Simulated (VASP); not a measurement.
# AgCl (Fm-3m) in VASP: a series of runs

The runs below take AgCl through single point, with PBE.

Everything below comes from runs of VASP 6.6.1. Logs are shortened: lines on timing, memory, paths and dates and some standing lists are left out, and cuts for length are marked.

## (1) The cell of the first run

It takes space group Fm-3m (No. 225, cubic). The conventional cell has a = 5.437 Å, b = 5.437 Å, c = 5.437 Å, α = 90.00°, β = 90.00°, γ = 90.00°. Within 3.6 Å of Ag (site symmetry m-3m) lie 6 Cl at 2.72 Å. Within 3.6 Å of Cl (site symmetry m-3m) lie 6 Ag at 2.72 Å.

## (2) Single point, PBE

File INCAR:

```
PREC = Accurate ; ENCUT = 500
EDIFF = 1E-6 ; ISMEAR = 0
SIGMA = 0.01 ; LREAL = F
LASPH = T ; NELM = 120
ALGO = Normal ; ISIF = 2
LWAVE = F ; LCHARG = T
GGA = PE ; LELF = T
LVHAR = T ; NBANDS = 16
GGA_COMPAT = F
```

File KPOINTS:

```
Automatic mesh
0
Gamma
  4 4 4
```

File POSCAR:

```
AgCl
1.0
    0.0000000000      2.7183514500      2.7183514500
    2.7183514500      0.0000000000      2.7183514500
    2.7183514500      2.7183514500      0.0000000000
Ag Cl
1 1
Direct
    0.0000000000      0.0000000000      0.0000000000
    0.5000000000      0.5000000000      0.5000000000
```

Potentials or basis: VASP PAW PBE potentials, release 64 (Ag, Cl).

On the command line:

```console
cat potpaw_PBE.64/Ag/POTCAR potpaw_PBE.64/Cl/POTCAR > POTCAR
mpirun -np 1 vasp_std > vasp.out
```

OUTCAR:

```text
PREC = Accurate
   ENCUT = 500
   EDIFF = 1E-6
   ISMEAR = 0
   LREAL = F
   LASPH = T
   NELM = 120
   ISIF = 2
   GGA = PE

 ion  position               nearest neighbor table
   1  0.000  0.000  0.000-   2 2.72   2 2.72   2 2.72   2 2.72   2 2.72   2 2.72
   2  0.500  0.500  0.500-   1 2.72   1 2.72   1 2.72   1 2.72   1 2.72   1 2.72

  LATTYP: Found a face centered cubic cell.
 ALAT       =     5.4367029000

  Lattice vectors:

 A1 = (   0.0000000000,   2.7183514500,   2.7183514500)
 A2 = (   2.7183514500,   0.0000000000,   2.7183514500)
 A3 = (   2.7183514500,   2.7183514500,   0.0000000000)

Analysis of symmetry for initial positions (statically):
=====================================================================
 Subroutine PRICEL returns:
 Original cell was already a primitive cell.

 Routine SETGRP: Setting up the symmetry group for a
 face centered cubic supercell.

 Subroutine GETGRP returns: Found 48 space group operations
 (whereof 48 operations were pure point group operations)
 out of a pool of 48 trial point group operations.

The static configuration has the point symmetry O_h .

Analysis of symmetry for dynamics (positions and initial velocities):
=====================================================================
 Subroutine PRICEL returns:
 Original cell was already a primitive cell.

 Routine SETGRP: Setting up the symmetry group for a
 face centered cubic supercell.

 Subroutine GETGRP returns: Found 48 space group operations
 (whereof 48 operations were pure point group operations)
 out of a pool of 48 trial point group operations.

The dynamic configuration has the point symmetry O_h .

 Subroutine INISYM returns: Found 48 space group operations
 (whereof 48 operations are pure point group operations),
 and found     1 'primitive' translations

----------------------------------------------------------------------------------------

                                     Primitive cell

  volume of cell :      40.1742

  direct lattice vectors                    reciprocal lattice vectors
     0.000000000  2.718351450  2.718351450    -0.183935010  0.183935010  0.183935010
     2.718351450  0.000000000  2.718351450     0.183935010 -0.183935010  0.183935010
     2.718351450  2.718351450  0.000000000     0.183935010  0.183935010 -0.183935010

  length of vectors
     3.844329488  3.844329488  3.844329488     0.318584782  0.318584782  0.318584782

  position of ions in fractional coordinates (direct lattice)
     0.000000000  0.000000000  0.000000000
     0.500000000  0.500000000  0.500000000

  ion indices of the primitive-cell ions
   primitive index   ion index
                 1           1
                 2           2

----------------------------------------------------------------------------------------

 KPOINTS: Automatic mesh

Automatic generation of k-mesh.
 Grid dimensions read from file:
 generate k-points for:    4    4    4

 Generating k-lattice:

  Cartesian coordinates                     Fractional coordinates (reciprocal lattice)
    -0.045983752  0.045983752  0.045983752     0.250000000  0.000000000  0.000000000
     0.045983752 -0.045983752  0.045983752     0.000000000  0.250000000  0.000000000
     0.045983752  0.045983752 -0.045983752     0.000000000  0.000000000  0.250000000

  Length of vectors
     0.079646195  0.079646195  0.079646195

  Shift w.r.t. Gamma in fractional coordinates (k-lattice)
     0.000000000  0.000000000  0.000000000

 Subroutine IBZKPT returns following result:
 ===========================================

 Found      8 irreducible k-points:

 Following reciprocal coordinates:
            Coordinates               Weight
  0.000000  0.000000  0.000000      1.000000
  0.250000  0.000000  0.000000      8.000000
  0.500000  0.000000  0.000000      4.000000
  0.250000  0.250000  0.000000      6.000000
  0.500000  0.250000  0.000000     24.000000
 -0.250000  0.250000  0.000000     12.000000
  0.500000  0.500000  0.000000      3.000000
 -0.250000  0.500000  0.250000      6.000000
   k-points           NKPTS =      8   k-points in BZ     NKDIM =      8   number of bands    NBANDS=     16
   number of dos      NEDOS =    301   number of ions     NIONS =      2
   total plane-waves  NPLWV =  21952
   dimension x,y,z NGX =    28 NGY =   28 NGZ =   28
   dimension x,y,z NGXF=    56 NGYF=   56 NGZF=   56
   ions per type =               1   1
   NGX,Y,Z   is equivalent  to a cutoff of  12.11, 12.11, 12.11 a.u.
   NGXF,Y,Z  is equivalent  to a cutoff of  24.22, 24.22, 24.22 a.u.
 SYSTEM =  unknown system
   PREC   = accura    normal or accurate (medium, high low for compatibility)
   ISTART =      0    job   : 0-new  1-cont  2-samecut
   ICHARG =      2    charge: 1-file 2-atom 10-const
   ISPIN  =      1    spin polarized calculation?
   LNONCOLLINEAR =      F non collinear calculations
   LSORBIT =      F    spin-orbit coupling
   LASPH  =      T    aspherical Exc in radial PAW
   ENCUT  =  500.0 eV  36.75 Ry    6.06 a.u.   7.01  7.01  7.01*2*pi/ulx,y,z
   NELM   =    120;   NELMIN=  2; NELMDL= -5     # of ELM steps
   EDIFF  = 0.1E-05   stopping-criterion for ELM
   LREAL  =      F    real-space projection
[... 7 lines left out ...]
   TEBEG  =    0.0;   TEEND  =   0.0 temperature during run
   PSTRESS=    0.0 pullay stress
   NELECT =      18.0000    total number of electrons
   NUPDOWN=      -1.0000    fix difference up-down
   EMIN   =  10.00;   EMAX   =-10.00  energy-range for DOS
   EFERMI =   0.00;   METHOD = LEGACY
   ISMEAR =     0;   SIGMA  =   0.01  broadening in eV -4-tet -1-fermi 0-gaus
   EFERMI_NEDOS =   21; number of points for ismear=-14 and -15
   IALGO  =     38    algorithm
   IMIX   =      4    mixing-type and parameters
     AMIX     =   0.40;   BMIX     =  1.00
     AMIX_MAG =   1.60;   BMIX_MAG =  1.00
  volume/ion in A,a.u.               =      20.09       135.55
  Fermi-wavevector in a.u.,A,eV,Ry     =   1.252709  2.367276 21.351335  1.569279
  Thomas-Fermi vector in A             =   2.386596
   LORBIT       =      0    0 simple, 1 ext, 2 COOP (PROOUT), +10 PAW based schemes
   GGA     = PE    functional components
   LHFCALC =     F    Hartree Fock is set to
   AEXX    =    0.0000 exact exchange contribution
   IVDW    =     0    specifies the selected vdW correction
   LEPSILON=     F    determine dielectric tensor
   LRPA    =     F    only Hartree local field effects (RPA)
 non-spin polarized calculation
 Gauss-broadening in eV      SIGMA  =   0.01
  energy-cutoff  :      500.00
  volume of cell :       40.17
 maximum number of plane-waves:      1036
   NGX = 13   NGY = 13   NGZ = 13

 number of electron      18.0000005 magnetization

 Free energy of the ion-electron system (eV)
  ---------------------------------------------------
  ext. energy  EPLUGINS =         0.00000000
  ---------------------------------------------------
  free energy    TOTEN  =        -5.32989778 eV

  energy without entropy =       -5.32989778  energy(sigma->0) =       -5.32989778

 E-fermi :   4.7273     XC(G=0): -10.2791

 val. band max:        4.6119668337   @ k =   0.5000   0.0000   0.0000
 cond. band min:       5.5096851057   @ k =   0.0000   0.0000   0.0000
 fundamental gap:      0.8977182720
 Fermi energy:         4.7272544807

 k-point     1 :       0.0000    0.0000    0.0000
  band No.  band energies     occupation
      1     -10.9510      2.00000
      2       1.9089      2.00000
      3       1.9089      2.00000
      4       1.9089      2.00000
      5       1.9545      2.00000
      6       1.9545      2.00000
[... 8 lines left out ...]
     15      18.2830      0.00000
     16      18.2830      0.00000

 k-point     2 :       0.2500    0.0000    0.0000
  band No.  band energies     occupation
      1     -10.7019      2.00000
      2       0.0180      2.00000
      3       0.5761      2.00000
      4       0.5761      2.00000
      5       2.1175      2.00000
      6       2.1175      2.00000
[... 8 lines left out ...]
     15      16.9139      0.00000
     16      17.4127      0.00000

 k-point     3 :       0.5000    0.0000    0.0000
  band No.  band energies     occupation
      1     -10.4259      2.00000
      2      -1.1443      2.00000
      3       0.0449      2.00000
      4       0.0449      2.00000
      5       2.3353      2.00000
      6       2.3353      2.00000
[... 8 lines left out ...]
     15      18.3052      0.00000
     16      18.4061      0.00000

 k-point     4 :       0.2500    0.2500    0.0000
  band No.  band energies     occupation
      1     -10.6540      2.00000
      2      -0.2914      2.00000
      3       1.2364      2.00000
      4       1.2364      2.00000
      5       1.7163      2.00000
      6       2.0622      2.00000
[... 8 lines left out ...]
     15      19.1669      0.00000
     16      21.0509      0.00000

 k-point     5 :       0.5000    0.2500    0.0000
  band No.  band energies     occupation
      1     -10.4215      2.00000
      2      -0.5001      2.00000
      3       0.1726      2.00000
      4       0.4313      2.00000
      5       2.0636      2.00000
      6       2.3910      2.00000
[... 8 lines left out ...]
     15      18.9325      0.00000
     16      20.0294      0.00000

 k-point     6 :      -0.2500    0.2500    0.0000
  band No.  band energies     occupation
      1     -10.4722      2.00000
      2      -0.6453      2.00000
      3       0.1248      2.00000
      4       0.4695      2.00000
      5       2.2175      2.00000
      6       2.3255      2.00000
[... 8 lines left out ...]
     15      18.9410      0.00000
     16      20.8136      0.00000

 k-point     7 :       0.5000    0.5000    0.0000
  band No.  band energies     occupation
      1     -10.4149      2.00000
      2      -0.1658      2.00000
      3       1.2264      2.00000
      4       1.2264      2.00000
      5       1.5280      2.00000
      6       2.1719      2.00000
[... 8 lines left out ...]
     15      19.7884      0.00000
     16      19.7884      0.00000

 k-point     8 :      -0.2500    0.5000    0.2500
  band No.  band energies     occupation
      1     -10.3717      2.00000
      2      -0.0028      2.00000
      3       0.1957      2.00000
      4       0.1957      2.00000
      5       2.4211      2.00000
      6       2.4211      2.00000
[... 8 lines left out ...]
     15      18.3438      0.00000
     16      19.7487      0.00000

------------------------ aborting loop because EDIFF is reached ----------------------------------------

  FORCE on cell =-STRESS in cart. coord.  units (eV):
  Direction    XX          YY          ZZ          XY          YZ          ZX
  --------------------------------------------------------------------------------------
  -------------------------------------------------------------------------------------
  Total        1.2948892      1.2948892      1.2948892      0.0000000      0.0000000     -0.0000000
  in kB       51.6412063     51.6412063     51.6412063      0.0000000      0.0000000     -0.0000000
  external PRESSURE =      51.6412063 kB  Pullay stress =       0.0000000 kB

 VOLUME and BASIS-vectors are now :
 -----------------------------------------------------------------------------
  energy-cutoff  :      500.00
  volume of cell :       40.17
      direct lattice vectors                 reciprocal lattice vectors
     0.000000000  2.718351450  2.718351450    -0.183935010  0.183935010  0.183935010
     2.718351450  0.000000000  2.718351450     0.183935010 -0.183935010  0.183935010
     2.718351450  2.718351450  0.000000000     0.183935010  0.183935010 -0.183935010

 POSITION                                       TOTAL-FORCE (eV/Angst)
 -----------------------------------------------------------------------------------
      0.00000      0.00000      0.00000        -0.000000      0.000000      0.000000
      2.71835      2.71835      2.71835         0.000000     -0.000000      0.000000
 -----------------------------------------------------------------------------------
    total drift:                                0.000000      0.000000      0.000000

  FREE ENERGIE OF THE ION-ELECTRON SYSTEM (eV)
  ---------------------------------------------------
  free  energy   TOTEN  =        -5.3298977821 eV

  energy  without entropy=       -5.3298977821  energy(sigma->0) =       -5.32989778
```

It took 8.3 s on 1 thread of Intel Xeon 8259CL, shared host; peak memory 0.15 GiB.

What came out:

```
Free energy            : -5.3299 eV
Pressure               : 5.2 GPa
Band gap on the k mesh : 0.90 eV, indirect (least direct gap 3.47 eV)
```

Caveat: the k points lie up to 0.50 Å⁻¹ apart.

## (3) Single point, PBE

This run uses another cell than the first one, of 22.65 Å³/atom, 1.128 times its volume.

File INCAR:

```
SYSTEM = AgCl
  PREC = Accurate
  ENCUT = 500
  EDIFF = 1E-6
  ISMEAR = 0
  SIGMA = 0.01
  LREAL = .False.
  LASPH = .True.
  NELM = 120
  ALGO = Normal
  ISIF = 2
  LWAVE = .False.
  LCHARG = .True.
  GGA = PE
  LELF = .True.
  LVHAR = .True.
  NBANDS = 16
  GGA_COMPAT = .False.
```

File KPOINTS:

```
Automatic mesh
0
Gamma
  4 4 4
  0 0 0
```

File POSCAR:

```
AgCl
1.0
    0.0000000000      2.8294255800      2.8294255800
    2.8294255800      0.0000000000      2.8294255800
    2.8294255800      2.8294255800      0.0000000000
Ag Cl
1 1
Direct
    0.0000000000      0.0000000000      0.0000000000
    0.5000000000      0.5000000000      0.5000000000
```

Potentials or basis: VASP PAW PBE potentials, release 64 (Ag, Cl).

On the command line:

```console
cat potpaw_PBE.64/Ag/POTCAR potpaw_PBE.64/Cl/POTCAR > POTCAR
mpirun -np 1 vasp_std > vasp.out
```

Wall time 10 s (1 thread of Intel Xeon 8259CL, shared host); peak memory 0.16 GiB.

It converged, with:

- Free energy: -5.3872 eV
- Pressure: -1.0 GPa
- Band gap on the k mesh: 0.93 eV, indirect (least direct gap 3.00 eV)

Levels at points of the mesh, in eV from the valence-band top:
```tsv
k point	band 6	band 7	band 8	band 9	band 10	band 11	band 12	band 13
(0.00, 0.00, 0.00)	-2.18	-2.07	-2.07	-2.07	0.93	10.88	10.88	10.88
(0.50, 0.00, 0.00)	-1.90	-1.62	0.00	0.00	4.40	6.21	7.77	7.77
(0.50, 0.50, 0.00)	-2.02	-1.80	-1.80	-1.75	2.47	8.11	8.44	11.21
```

Caveat: the k points lie up to 0.48 Å⁻¹ apart.

## (4) Single point, PBE

This run uses another cell than the first one, of 22.65 Å³/atom, 1.128 times its volume.

File INCAR:

```
ALGO     = Normal         # electronic algorithm
EDIFF    = 1E-6           # SCF threshold, eV
ENCUT    = 500            # plane-wave cutoff, eV
GGA      = PE             # functional
GGA_COMPAT= False        
ISIF     = 2              # what is computed and relaxed
ISMEAR   = 0              # smearing method
LASPH    = True           # aspherical terms in the spheres
LCHARG   = False          # write CHGCAR
LREAL    = False          # projectors in reciprocal space
LWAVE    = False          # write WAVECAR
NBANDS   = 16             # bands
NELM     = 120            # most SCF steps
PREC     = Accurate       # precision mode
SIGMA    = 0.01           # smearing width, eV
```

File KPOINTS:

```
k-points
0
Gamma
  4 4 4
```

POSCAR is that of step 3.

On the command line:

```console
cat potpaw_PBE.64/Ag/POTCAR potpaw_PBE.64/Cl/POTCAR > POTCAR
mpirun -np 1 vasp_std > vasp.out
```

Run time: 8.1 s. Hardware: 1 thread of Intel Xeon 8259CL, shared host; peak memory 0.16 GiB.

Results (log left out):

```
Free energy            : -5.3872 eV
Pressure               : -1.0 GPa
Band gap on the k mesh : 0.93 eV, indirect (least direct gap 3.00 eV)
```

Levels at points of the mesh, in eV from the valence-band top:
| k point | band 6 | band 7 | band 8 | band 9 | band 10 | band 11 | band 12 | band 13 |
| --- | --- | --- | --- | --- | --- | --- | --- | --- |
| (0.00, 0.00, 0.00) | -2.18 | -2.07 | -2.07 | -2.07 | 0.93 | 10.88 | 10.88 | 10.88 |
| (0.50, 0.00, 0.00) | -1.90 | -1.62 | 0.00 | 0.00 | 4.40 | 6.21 | 7.77 | 7.77 |
| (0.50, 0.50, 0.00) | -2.02 | -1.80 | -1.80 | -1.75 | 2.47 | 8.11 | 8.44 | 11.21 |

Caveat: the k points lie up to 0.48 Å⁻¹ apart.
